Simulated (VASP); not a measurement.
# IrO2 (P4_2/mnm) in VASP: notebook, part 2 of 2

VASP 6.6.1. Earlier steps stand in the parts before.

### Step 4. Single point, PBE, collinear spin (9.98 Å³/atom)

This run uses another cell than the first one, of 9.98 Å³/atom.

Contents of INCAR:

```
SYSTEM = IrO2
PREC = Accurate
ENCUT = 600
EDIFF = 1E-6
ISMEAR = -1
SIGMA = 0.05
LREAL = .FALSE.
LASPH = .TRUE.
NELM = 200
ALGO = Normal
ISIF = 2
LWAVE = .FALSE.
LCHARG = .TRUE.
ISPIN = 2
MAGMOM = 1 1 0 0 0 0
LORBIT = 11
LMAXMIX = 4
GGA = PE
LVHAR = .TRUE.
NBANDS = 34
GGA_COMPAT = .FALSE.
KPAR = 4
```

Contents of KPOINTS:

```
regular mesh
0
G
  10 10 15
  0 0 0
```

Contents of POSCAR:

```
IrO2
1.0
    4.4071579031      0.0000000000      0.0000000000
    0.0000000000      4.4071579031      0.0000000000
    0.0000000000      0.0000000000      3.0817778980
Ir O
2 4
Direct
    0.0000000000      0.0000000000      0.0000000000
    0.5000000000      0.5000000000      0.5000000000
    0.3074685355      0.3074685355      0.0000000000
    0.1925314645      0.8074685355      0.5000000000
    0.6925314645      0.6925314645      0.0000000000
    0.8074685355      0.1925314645      0.5000000000
```

Potentials or basis: VASP PAW PBE potentials, release 64 (Ir, O).

On the command line:

```sh
$ cat potpaw_PBE.64/Ir/POTCAR potpaw_PBE.64/O/POTCAR > POTCAR
$ mpirun -np 4 vasp_std > vasp.out
```

OUTCAR:

```text
SYSTEM = IrO2
   PREC = Accurate
   ENCUT = 600
   EDIFF = 1E-6
   ISMEAR = -1
   LREAL = .FALSE.
   LASPH = .TRUE.
   NELM = 200
   ISIF = 2
   ISPIN = 2
   LORBIT = 11
   GGA = PE

 ion  position               nearest neighbor table
   1  0.000  0.000  0.000-   3 1.92   5 1.92   4 1.95   6 1.95   4 1.95   6 1.95
   2  0.500  0.500  0.500-   4 1.92   6 1.92   5 1.95   3 1.95   3 1.95   5 1.95
   3  0.307  0.307  0.000-   1 1.92   2 1.95   2 1.95
   4  0.193  0.807  0.500-   2 1.92   1 1.95   1 1.95
   5  0.693  0.693  0.000-   1 1.92   2 1.95   2 1.95
   6  0.807  0.193  0.500-   2 1.92   1 1.95   1 1.95

  LATTYP: Found a simple tetragonal cell.
 ALAT       =     4.4071579031
 C/A-ratio  =     0.6992665037

  Lattice vectors:

 A1 = (   4.4071579031,   0.0000000000,   0.0000000000)
 A2 = (   0.0000000000,   4.4071579031,   0.0000000000)
 A3 = (   0.0000000000,   0.0000000000,   3.0817778980)

Analysis of symmetry for initial positions (statically):
=====================================================================
 Subroutine PRICEL returns:
 Original cell was already a primitive cell.

 Routine SETGRP: Setting up the symmetry group for a
 simple tetragonal supercell.

 Subroutine GETGRP returns: Found 16 space group operations
 (whereof  8 operations were pure point group operations)
 out of a pool of 16 trial point group operations.

The static configuration has the point symmetry D_2h.
 The point group associated with its full space group is D_4h.

Analysis of symmetry for dynamics (positions and initial velocities):
=====================================================================
 Subroutine PRICEL returns:
 Original cell was already a primitive cell.

 Routine SETGRP: Setting up the symmetry group for a
 simple tetragonal supercell.

 Subroutine GETGRP returns: Found 16 space group operations
 (whereof  8 operations were pure point group operations)
 out of a pool of 16 trial point group operations.

[... 181 lines left out ...]
 spin component 1

 k-point     1 :       0.0000    0.0000    0.0000
  band No.  band energies     occupation
      1     -14.7366      1.00000
      2     -13.4257      1.00000
      3     -12.1474      1.00000
      4     -12.1474      1.00000
      5      -3.3687      1.00000
      6      -3.1773      1.00000
[... 853 lines left out ...]
     32      20.7464      0.00000
     33      22.4080      0.00000

 [... further k-points ...]

 spin component 2

 k-point     1 :       0.0000    0.0000    0.0000
  band No.  band energies     occupation
      1     -14.7366      1.00000
      2     -13.4257      1.00000
      3     -12.1474      1.00000
      4     -12.1474      1.00000
      5      -3.3686      1.00000
      6      -3.1773      1.00000
[... 853 lines left out ...]
     32      20.7464      0.00000
     33      22.4080      0.00000

 [... further k-points ...]

 [bands above 33 left out]

------------------------ aborting loop because EDIFF is reached ----------------------------------------

  FORCE on cell =-STRESS in cart. coord.  units (eV):
  Direction    XX          YY          ZZ          XY          YZ          ZX
  --------------------------------------------------------------------------------------
  -------------------------------------------------------------------------------------
  Total       10.8808087     10.8808087     14.9195274      0.0000000      0.0000000      0.0000000
  in kB      291.2414601    291.2414601    399.3439319      0.0000000      0.0000000      0.0000000
  external PRESSURE =     327.2756173 kB  Pullay stress =       0.0000000 kB

 VOLUME and BASIS-vectors are now :
 -----------------------------------------------------------------------------
  energy-cutoff  :      600.00
  volume of cell :       59.86
      direct lattice vectors                 reciprocal lattice vectors
     4.407157903  0.000000000  0.000000000     0.226903601  0.000000000  0.000000000
     0.000000000  4.407157903  0.000000000     0.000000000  0.226903601  0.000000000
     0.000000000  0.000000000  3.081777898     0.000000000  0.000000000  0.324488017

 POSITION                                       TOTAL-FORCE (eV/Angst)
 -----------------------------------------------------------------------------------
      0.00000      0.00000      0.00000         0.000000      0.000000      0.000000
      2.20358      2.20358      1.54089         0.000000      0.000000      0.000000
      1.35506      1.35506      0.00000        -0.004817     -0.004817     -0.000000
      0.84852      3.55864      1.54089         0.004817     -0.004817     -0.000000
      3.05210      3.05210      0.00000         0.004817      0.004817      0.000000
      3.55864      0.84852      1.54089        -0.004817      0.004817      0.000000
 -----------------------------------------------------------------------------------
    total drift:                                0.000000      0.000000      0.000000

  FREE ENERGIE OF THE ION-ELECTRON SYSTEM (eV)
  ---------------------------------------------------
  free  energy   TOTEN  =       -41.7196446633 eV

  energy  without entropy=      -41.6978114514  energy(sigma->0) =      -41.70872806

 total charge

# of ion       s       p       d       tot
------------------------------------------
    1        0.674   0.952   7.015   8.640
    2        0.674   0.952   7.015   8.640
    3        1.552   3.514   0.000   5.066
    4        1.552   3.514   0.000   5.066
    5        1.552   3.514   0.000   5.066
    6        1.552   3.514   0.000   5.066
--------------------------------------------------
tot          7.554  15.960  14.030  37.544

 magnetization (x)

# of ion       s       p       d       tot
------------------------------------------
    1        0.000   0.000   0.000   0.000
    2        0.000   0.000   0.000   0.000
    3        0.000   0.000   0.000   0.000
    4        0.000   0.000   0.000   0.000
    5        0.000   0.000   0.000   0.000
    6        0.000   0.000   0.000   0.000
--------------------------------------------------
tot          0.000   0.000   0.000   0.000
```

It took 5.6 min on 4 MPI ranks of AMD EPYC 7R43 (Zen 3), shared host; peak memory 0.61 GiB.

Results:

```
Free energy                                           : -41.7196 eV
Pressure                                              : 32.7 GPa
Largest force                                         : 0.007 eV/Å
Band gap on the k mesh                                : zero (filled and empty bands overlap)
Net moment                                            : 0.00 μB per cell
Valence electrons inside the program's atomic spheres : Ir 8.64; O 5.07
```

Forces in eV/Å, atoms in the order of the input:
```
Ir   0.000  0.000  0.000
Ir   0.000  0.000  0.000
O   -0.005 -0.005  0.000
O    0.005 -0.005  0.000
O    0.005  0.005  0.000
O   -0.005  0.005  0.000
```

Stress tensor (GPa, compression positive):
```
29.12  0.00  0.00
 0.00 29.12  0.00
 0.00  0.00 39.93
```

Levels at points of the mesh, in eV from the Fermi level:
Spin up:
```tsv
k point	band 19	band 20	band 21	band 22	band 23	band 24
(0.00, 0.00, 0.00)	-2.61	-2.57	-2.44	1.08	1.40	4.56
(0.50, 0.00, 0.00)	-1.35	-1.35	-0.32	-0.32	3.87	3.87
(0.50, 0.50, 0.00)	-2.58	-2.58	0.23	0.23	2.97	2.97
```
Spin down:
```
           k point  band 19  band 20  band 21  band 22  band 23  band 24
(0.00, 0.00, 0.00)    -2.61    -2.57    -2.44     1.08     1.40     4.56
(0.50, 0.00, 0.00)    -1.35    -1.35    -0.32    -0.32     3.87     3.87
(0.50, 0.50, 0.00)    -2.58    -2.58     0.23     0.23     2.97     2.97
```

Caveat: the cell stands under pressure; spin-orbit coupling is left out, which moves the levels of the heavy elements.

### Step 5. Overview

```csv
cell,gap on the mesh (eV),pressure (GPa),moment (μB),largest force (eV/Å)
"a = 4.438, b = 4.438, c = 3.103 Å, 6 atoms, atomic positions A",none,24.2,0.00,0.03
"a = 4.499, b = 4.499, c = 3.052 Å, 6 atoms, atomic positions B",none,22.1,0.00,0.02
"a = 4.407, b = 4.407, c = 3.082 Å, 6 atoms, atomic positions A",none,32.7,0.00,0.01
```

Alike in all rows: task single point; level PBE; potentials or basis VASP PAW PBE potentials, release 64 (Ir, O); spin collinear; k mesh 10 × 10 × 15; cutoff (eV) 600; smearing fermi-dirac 0.05 eV.

Caveats: the cell stands under pressure; spin-orbit coupling is left out, which moves the levels of the heavy elements.

Total energies depend on the potentials used, so only differences within one code and one set of settings carry meaning.
